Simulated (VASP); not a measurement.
# CaB6 (C2) in VASP: relaxation of cell and atoms with PBE

Aim: the relaxation of cell and atoms of CaB6 with PBE.

All numbers are computed with VASP 6.6.1; they aren't measurements. Logs are shortened: lines on timing, memory, paths and dates and some standing lists are left out, and cuts for length are marked.

## Step 1: The cell of the first run

It takes space group C2 (No. 5, monoclinic). The conventional cell has a = 5.495 Å, b = 5.227 Å, c = 5.808 Å, α = 90.00°, β = 110.74°, γ = 90.00°. Ca (site symmetry 2) has 10 B at 2.04 to 2.21 Å within 2.7 Å. B (site symmetry 1) has 7 B at 1.98 to 2.81 Å and 1 Ca at 2.21 Å within 2.9 Å. Within 1.7 Å of B (site symmetry 1) lie 2 B at 1.17 to 1.65 Å. B (site symmetry 1) has 2 B at 1.17 to 1.54 Å within 1.6 Å.

The cell was built from a structure type or drawn by symmetry, and may not be a known phase.

## Step 2: Relaxation of cell and atoms, PBE

The input, INCAR:

```
SYSTEM = CaB6
PREC = Accurate ; ENCUT = 600
EDIFF = 1E-6 ; ISMEAR = 0
SIGMA = 0.1 ; LREAL = .FALSE.
LASPH = .TRUE. ; NELM = 60
ALGO = Normal ; ISIF = 3
LWAVE = .FALSE. ; LCHARG = .FALSE.
GGA = PE ; IBRION = 2
NSW = 90 ; EDIFFG = -0.04
```

The input, KPOINTS:

```
Automatic mesh
0
G
  6 6 4
  0 0 0
```

The input, POSCAR:

```
CaB6
1.0
    2.7476134106     -2.6132908391      0.0000000000
    2.7476134106      2.6132908391      0.0000000000
   -2.0568623428      0.0000000000      5.4314748879
Ca B
1 6
Direct
    0.3874393051      0.6125606949      0.0000000000
    0.2597678614      0.9716920286      0.3333333333
    0.0283079714      0.7402321386      0.6666666667
    0.1593437556      0.1593437556      0.0345921973
    0.8406562444      0.8406562444      0.9654078027
    0.9201395176      0.3599534941      0.0000000000
    0.6400465059      0.0798604824      0.0000000000
```

Potentials or basis: VASP PAW PBE potentials, release 64 (Ca_sv, B).

Run with:

```sh
cat potpaw_PBE.64/Ca_sv/POTCAR potpaw_PBE.64/B/POTCAR > POTCAR
mpirun -np 1 vasp_std > vasp.out
```

OUTCAR:

```text
SYSTEM = CaB6
   PREC = Accurate
   ENCUT = 600
   EDIFF = 1E-6
   ISMEAR = 0
   LREAL = .FALSE.
   LASPH = .TRUE.
   NELM = 60
   ISIF = 3
   GGA = PE
   IBRION = 2
   NSW = 90
   EDIFFG = -0.04

 ion  position               nearest neighbor table
   1  0.387  0.613  0.000-   4 2.04   5 2.04   6 2.06   7 2.06   4 2.19   5 2.19   7 2.19   6 2.19
                             2 2.21   3 2.21
   2  0.260  0.972  0.333-   4 1.98   1 2.21
   3  0.028  0.740  0.667-   5 1.98   1 2.21
   4  0.159  0.159  0.035-   6 1.17   5 1.65   7 1.89   7 1.96   2 1.98   1 2.04   1 2.19
   5  0.841  0.841  0.965-   7 1.17   4 1.65   6 1.89   6 1.96   3 1.98   1 2.04   1 2.19
   6  0.920  0.360  0.000-   4 1.17   7 1.54   5 1.89   5 1.96   1 2.06   1 2.19
   7  0.640  0.080  0.000-   5 1.17   6 1.54   4 1.89   4 1.96   1 2.06   1 2.19

  LATTYP: Found a base centered monoclinic cell.
 ALAT       =     5.4952268212
 B/A-ratio  =     0.9511130019
 C/A-ratio  =     1.0568974781
 COS(beta)  =    -0.3541495893

  Lattice vectors:

 A1 = (   2.7476134106,  -2.6132908391,   0.0000000000)
 A2 = (   2.7476134106,   2.6132908391,   0.0000000000)
 A3 = (  -2.0568623428,   0.0000000000,   5.4314748879)

Analysis of symmetry for initial positions (statically):
=====================================================================
 Subroutine PRICEL returns:
 Original cell was already a primitive cell.

 Routine SETGRP: Setting up the symmetry group for a
 base centered monoclinic supercell.

 Subroutine GETGRP returns: Found  2 space group operations
 (whereof  2 operations were pure point group operations)
 out of a pool of  4 trial point group operations.

The static configuration has the point symmetry C_2 .

Analysis of symmetry for dynamics (positions and initial velocities):
=====================================================================
 Subroutine PRICEL returns:
 Original cell was already a primitive cell.

 Routine SETGRP: Setting up the symmetry group for a
 base centered monoclinic supercell.

 Subroutine GETGRP returns: Found  2 space group operations
 (whereof  2 operations were pure point group operations)
 out of a pool of  4 trial point group operations.

The dynamic configuration has the point symmetry C_2 .

 Subroutine INISYM returns: Found  2 space group operations
 (whereof  2 operations are pure point group operations),
 and found     1 'primitive' translations

----------------------------------------------------------------------------------------

                                     Primitive cell

  volume of cell :      77.9994

  direct lattice vectors                    reciprocal lattice vectors
     2.747613411 -2.613290839  0.000000000     0.181976110 -0.191329642  0.068913107
     2.747613411  2.613290839  0.000000000     0.181976110  0.191329642  0.068913107
    -2.056862343  0.000000000  5.431474888     0.000000000  0.000000000  0.184112054

  length of vectors
     3.791921474  3.791921474  5.807891369     0.272894398  0.272894398  0.184112054

  position of ions in fractional coordinates (direct lattice)
     0.387439305  0.612560695  0.000000000
     0.259767861  0.971692029  0.333333333
     0.028307971  0.740232139  0.666666667
     0.159343756  0.159343756  0.034592197
     0.840656244  0.840656244  0.965407803
     0.920139518  0.359953494  0.000000000
     0.640046506  0.079860482  0.000000000

  ion indices of the primitive-cell ions
   primitive index   ion index
                 1           1
                 2           2
                 3           3
                 4           4
                 5           5
                 6           6
                 7           7

----------------------------------------------------------------------------------------

 KPOINTS: Automatic mesh

Automatic generation of k-mesh.
 Grid dimensions read from file:
 generate k-points for:    6    6    4

 Generating k-lattice:

  Cartesian coordinates                     Fractional coordinates (reciprocal lattice)
     0.030329352 -0.031888274  0.011485518     0.166666667  0.000000000 -0.000000000
     0.030329352  0.031888274  0.011485518     0.000000000  0.166666667 -0.000000000
     0.000000000  0.000000000  0.046028014     0.000000000  0.000000000  0.250000000

  Length of vectors
     0.045482400  0.045482400  0.046028014

  Shift w.r.t. Gamma in fractional coordinates (k-lattice)
     0.000000000  0.000000000  0.000000000

 Subroutine IBZKPT returns following result:
 ===========================================

 Found     47 irreducible k-points:

 Following reciprocal coordinates:
            Coordinates               Weight
  0.000000  0.000000  0.000000      1.000000
  0.166667  0.000000  0.000000      4.000000
  0.333333 -0.000000 -0.000000      4.000000
  0.500000  0.000000  0.000000      2.000000
  0.166667  0.166667  0.000000      2.000000
  0.333333  0.166667  0.000000      4.000000
[... 16 lines left out ...]
 -0.333333  0.166667  0.250000      4.000000
 -0.166667  0.166667  0.250000      4.000000
 [... further k-points ...]
   k-points           NKPTS =     47   k-points in BZ     NKDIM =     47   number of bands    NBANDS=     18
   number of dos      NEDOS =    301   number of ions     NIONS =      7
   total plane-waves  NPLWV =  43200
   dimension x,y,z NGX =    30 NGY =   30 NGZ =   48
   dimension x,y,z NGXF=    60 NGYF=   60 NGZF=   96
   ions per type =               1   6
   NGX,Y,Z   is equivalent  to a cutoff of  13.15, 13.15, 13.74 a.u.
   NGXF,Y,Z  is equivalent  to a cutoff of  26.31, 26.31, 27.48 a.u.
 SYSTEM =  CaB6
   PREC   = accura    normal or accurate (medium, high low for compatibility)
   ISTART =      0    job   : 0-new  1-cont  2-samecut
   ICHARG =      2    charge: 1-file 2-atom 10-const
   ISPIN  =      1    spin polarized calculation?
   LNONCOLLINEAR =      F non collinear calculations
   LSORBIT =      F    spin-orbit coupling
   LASPH  =      T    aspherical Exc in radial PAW
   ENCUT  =  600.0 eV  44.10 Ry    6.64 a.u.   7.57  7.57 11.60*2*pi/ulx,y,z
   NELM   =     60;   NELMIN=  2; NELMDL= -5     # of ELM steps
   EDIFF  = 0.1E-05   stopping-criterion for ELM
   LREAL  =      F    real-space projection
   EDIFFG = -.4E-01   stopping-criterion for IOM
   NSW    =     90    number of steps for IOM
   IBRION =      2    ionic relax: 0-MD 1-quasi-New 2-CG
   NFREE  =      1    steps in history (QN), initial steepest desc. (CG)
   ISIF   =      3    stress and relaxation
   ISYM   =      2    0-nonsym 1-usesym 2-fastsym
   POTIM  = 0.5000    time-step for ionic-motion
   TEBEG  =    0.0;   TEEND  =   0.0 temperature during run
   PSTRESS=    0.0 pullay stress
   NELECT =      28.0000    total number of electrons
   NUPDOWN=      -1.0000    fix difference up-down
   EMIN   =  10.00;   EMAX   =-10.00  energy-range for DOS
   EFERMI =   0.00;   METHOD = LEGACY
   ISMEAR =     0;   SIGMA  =   0.10  broadening in eV -4-tet -1-fermi 0-gaus
   EFERMI_NEDOS =   21; number of points for ismear=-14 and -15
   IALGO  =     38    algorithm
   IMIX   =      4    mixing-type and parameters
     AMIX     =   0.40;   BMIX     =  1.00
     AMIX_MAG =   1.60;   BMIX_MAG =  1.00
  volume/ion in A,a.u.               =      11.14        75.20
  Fermi-wavevector in a.u.,A,eV,Ry     =   1.163493  2.198683 18.418425  1.353716
  Thomas-Fermi vector in A             =   2.300042
   LORBIT       =      0    0 simple, 1 ext, 2 COOP (PROOUT), +10 PAW based schemes
   GGA     = PE    functional components
   LHFCALC =     F    Hartree Fock is set to
   AEXX    =    0.0000 exact exchange contribution
   IVDW    =     0    specifies the selected vdW correction
   LEPSILON=     F    determine dielectric tensor
   LRPA    =     F    only Hartree local field effects (RPA)
 conjugate gradient relaxation of ions
 non-spin polarized calculation
 Gauss-broadening in eV      SIGMA  =   0.10
  energy-cutoff  :      600.00
  volume of cell :       78.00
 maximum number of plane-waves:      2629
   NGX = 15   NGY = 15   NGZ = 23

--------------------------------------- Ionic step        1  -------------------------------------------

 number of electron      28.0000000 magnetization

 Free energy of the ion-electron system (eV)
  ---------------------------------------------------
  ext. energy  EPLUGINS =         0.00000000
  ---------------------------------------------------
  free energy    TOTEN  =       -17.52964188 eV

  energy without entropy =      -17.51754235  energy(sigma->0) =      -17.52359212

------------------------ aborting loop because EDIFF is reached ----------------------------------------

  FORCE on cell =-STRESS in cart. coord.  units (eV):
  Direction    XX          YY          ZZ          XY          YZ          ZX
  --------------------------------------------------------------------------------------
  -------------------------------------------------------------------------------------
  Total       35.5379718     89.2288966     -0.8968255      0.0000000      0.0000000      0.9389330
  in kB      729.9818738   1832.8417120    -18.4216012      0.0000000      0.0000000     19.2865273
  external PRESSURE =     848.1339949 kB  Pullay stress =       0.0000000 kB
[... 104 lines left out ...]
  FREE ENERGIE OF THE ION-ELECTRON SYSTEM (eV)
  ---------------------------------------------------
  free  energy   TOTEN  =        -7.4739695919 eV

  energy  without entropy=       -7.4624603229  energy(sigma->0) =       -7.46821496

 E-fermi :  -0.2285     XC(G=0):  -7.1478

 val. band max:       -0.2318945593   @ k =  -0.3333   0.0000   0.2500
 cond. band min:      -0.2207179000   @ k =  -0.3333   0.3333   0.5000
 fundamental gap:      0.0111766593
 Fermi energy:        -0.2285421952

 k-point     1 :       0.0000    0.0000    0.0000
  band No.  band energies     occupation
      1     -41.1948      2.00000
      2     -22.3009      2.00000
      3     -22.2412      2.00000
      4     -22.2159      2.00000
      5     -10.6740      2.00000
      6      -7.6358      2.00000
[... 10 lines left out ...]
     17       1.6181      0.00000
     18       1.7234      0.00000
[... 466 lines left out ...]
      2     -22.3014      2.00000
      3     -22.2414      2.00000
      4     -22.2161      2.00000
      5     -10.5786      2.00000
      6      -7.7711      2.00000
[... 10 lines left out ...]
     17       1.1151      0.00000
     18       1.3354      0.00000

 [... further k-points ...]

 E-fermi :   2.5140     XC(G=0):  -9.0903

 val. band max:        2.5055689006   @ k =   0.0000   0.0000   0.5000
 cond. band min:       2.5200046245   @ k =   0.3333   0.3333   0.2500
 fundamental gap:      0.0144357238
 Fermi energy:         2.5140101175

 k-point     1 :       0.0000    0.0000    0.0000
  band No.  band energies     occupation
      1     -38.2488      2.00000
      2     -19.3777      2.00000
      3     -19.2957      2.00000
      4     -19.2716      2.00000
      5     -10.6083      2.00000
      6      -7.0732      2.00000
[... 10 lines left out ...]
     17       5.0168      0.00000
     18       6.0553      0.00000
[... 466 lines left out ...]
      2     -19.3856      2.00000
      3     -19.3009      2.00000
      4     -19.2749      2.00000
      5     -10.3198      2.00000
      6      -7.4854      2.00000
[... 10 lines left out ...]
     17       5.2758      0.00000
     18       6.0851      0.00000

 [... further k-points ...]

[... ionic steps 4 to 37 ...]

--------------------------------------- Ionic step       38  -------------------------------------------

 number of electron      27.9999999 magnetization

------------------------ aborting loop because EDIFF is reached ----------------------------------------

  FORCE on cell =-STRESS in cart. coord.  units (eV):
  Direction    XX          YY          ZZ          XY          YZ          ZX
  --------------------------------------------------------------------------------------
  -------------------------------------------------------------------------------------
  Total       -0.0589286     -0.1479988      0.0046272      0.0000000      0.0000000     -0.0172525
  in kB       -0.9673452     -2.4294808      0.0759574      0.0000000      0.0000000     -0.2832099
  external PRESSURE =      -1.1069562 kB  Pullay stress =       0.0000000 kB
[... 67 lines left out ...]
  energy  without entropy=      -40.1285189381  energy(sigma->0) =      -40.13149814

--------------------------------------- Ionic step       40  -------------------------------------------

 number of electron      28.0000000 magnetization

 Free energy of the ion-electron system (eV)
  ---------------------------------------------------
  ext. energy  EPLUGINS =         0.00000000
  ---------------------------------------------------
  free energy    TOTEN  =       -40.13504687 eV

  energy without entropy =      -40.12920484  energy(sigma->0) =      -40.13212586

 E-fermi :   2.4110     XC(G=0):  -9.0344

 val. band max:        2.3987327088   @ k =   0.3333   0.3333   0.2500
 cond. band min:       2.4597319694   @ k =  -0.1667   0.1667   0.5000
 fundamental gap:      0.0609992606
 Fermi energy:         2.4110270418

 k-point     1 :       0.0000    0.0000    0.0000
  band No.  band energies     occupation
      1     -38.4526      2.00000
      2     -19.5738      2.00000
      3     -19.4735      2.00000
      4     -19.4666      2.00000
      5     -10.5921      2.00000
      6      -6.9962      2.00000
[... 10 lines left out ...]
     17       4.9328      0.00000
     18       5.8770      0.00000
[... 466 lines left out ...]
      2     -19.5816      2.00000
      3     -19.4776      2.00000
      4     -19.4693      2.00000
      5     -10.3103      2.00000
      6      -7.4060      2.00000
[... 10 lines left out ...]
     17       5.1964      0.00000
     18       5.9280      0.00000

 [... further k-points ...]
[... 5 lines left out ...]
  --------------------------------------------------------------------------------------
  -------------------------------------------------------------------------------------
  Total       -0.1247456     -0.0621069     -0.1230210      0.0000000      0.0000000     -0.0046800
  in kB       -2.0499744     -1.0206180     -2.0216332      0.0000000      0.0000000     -0.0769073
  external PRESSURE =      -1.6974085 kB  Pullay stress =       0.0000000 kB
[... 22 lines left out ...]
  FREE ENERGIE OF THE ION-ELECTRON SYSTEM (eV)
  ---------------------------------------------------
  free  energy   TOTEN  =       -40.1350468745 eV

  energy  without entropy=      -40.1292048428  energy(sigma->0) =      -40.13212586

 reached required accuracy - stopping structural energy minimisation
```

Wall time 32 min (1 thread of Intel Xeon Platinum 8259CL at 2.50GHz (Skylake/Cascade Lake), shared host); peak memory 0.26 GiB.

Results:

```
Free energy                           : -40.1350 eV
Relaxed volume                        : 13.93 Å³/atom
Relaxed cell                          : a = 5.294 Å, b = 5.294 Å, c = 4.521 Å, α = 106.83°, β = 106.83°, γ = 114.44°
Space group after relaxing (to 0.1 Å) : C2 (No. 5)
Pressure after relaxing               : -0.2 GPa
Largest force after relaxing          : 0.030 eV/Å
Band gap on the k mesh                : zero (bands 14 and 15 overlap by 0.42 eV)
```

Forces on the atoms (eV/Å):
```
Ca   0.000 -0.005  0.000
B    0.028  0.004  0.009
B   -0.028  0.004 -0.009
B   -0.013  0.002  0.027
B    0.013  0.002 -0.027
B    0.014 -0.004  0.006
B   -0.014 -0.004 -0.006
```

Stress tensor (GPa, compression positive):
```
-0.20  0.00 -0.01
 0.00 -0.10  0.00
-0.01  0.00 -0.20
```

Final structure:
```xyz
7
Lattice="2.8631 -4.4512 -0.1393 2.8631 4.4512 -0.1393 -2.2294 0.0000 3.9336" Properties=species:S:1:pos:R:3 pbc="T T T"
Ca    2.8631    0.8511   -0.1393
B     2.0436    3.4368    1.0735
B     1.4532    3.4368    2.5815
B     0.7071   -1.0601    0.4712
B     2.7897   -1.0601    3.1839
B     3.6670   -1.6258   -0.1739
B    -0.1702   -1.6258    3.8289
```

Levels at points of the mesh, in eV from the Fermi level:
| k point | band 11 | band 12 | band 13 | band 14 | band 15 | band 16 | band 17 | band 18 |
| --- | --- | --- | --- | --- | --- | --- | --- | --- |
| (0.00, 0.00, 0.00) | -3.18 | -2.17 | -1.88 | -0.44 | -0.33 | 1.10 | 2.52 | 3.47 |
| (0.50, 0.00, 0.00) | -3.88 | -2.26 | -1.12 | -0.33 | 1.17 | 2.20 | 2.39 | 3.28 |
| (0.50, 0.50, 0.00) | -3.18 | -2.26 | -1.90 | -0.63 | 1.35 | 2.50 | 3.14 | 3.28 |
| (0.00, 0.00, 0.50) | -3.04 | -2.06 | -1.40 | -0.28 | -0.11 | 0.65 | 3.47 | 3.82 |
| (0.50, 0.00, 0.50) | -3.32 | -2.84 | -2.38 | -0.20 | 1.92 | 2.20 | 2.91 | 3.79 |
| (0.50, 0.50, 0.50) | -3.07 | -2.30 | -1.62 | -0.67 | 0.92 | 1.72 | 3.08 | 3.94 |

Caveat: the volume moved by over 15 % at a fixed basis, so the end points are rough.
